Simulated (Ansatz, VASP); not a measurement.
## Two plane-wave programs on TiO2

```
Ti O
1.0
     2.68475   -2.68482   -0.02003
     2.68475    2.68482   -0.02003
    -2.64833    0.00000    4.88347
Ti O
2 4
Cartesian
  2.0227 2.0136 1.2008
  0.6985 -2.0136 3.6426
  -0.6462 -0.6711 3.3364
  3.3674 0.6711 1.5070
  2.0432 -0.6711 3.9487
  0.6780 0.6711 0.8947
```

Alike in both runs: task single point; functional PBE; k mesh 6 × 6 × 6; occupations gaussian, width 0.05 eV; no spin polarisation; Hubbard terms Ti d U = 4.0 eV.

|  | VASP | Ansatz |
| --- | --- | --- |
| version | VASP 6.6.1 | Ansatz 0.2.0 |
| potentials or method | VASP PAW PBE potentials, release 64 (Ti_sv, O), cutoff 520 eV | scalar-relativistic, plane waves, PAW |
| valence electrons in the cell | 48 | 48 |

VASP gave:

| Item | Value |
| --- | --- |
| gap on the k mesh at the Fermi level (eV) | 2.27 |
| least direct gap on the mesh (eV) | 2.89 |
| pressure (GPa) | 3.7 |
| traceless stress, the component that is largest in VASP (GPa) | -12.15 |
| rms of the force components (eV/Å) | 0.567 |

Q: Estimate Ansatz's values.

A: gap on the k mesh at the Fermi level (eV): 2.20; least direct gap on the mesh (eV): 2.81; pressure (GPa): -0.5; traceless stress, the component that is largest in VASP (GPa): -10.20; rms of the force components (eV/Å): 0.608.

The programs project onto different local orbitals, so the same U acts differently, and such runs can settle in different states. Atom by atom the forces differ by 0.041 eV/Å (rms over components).
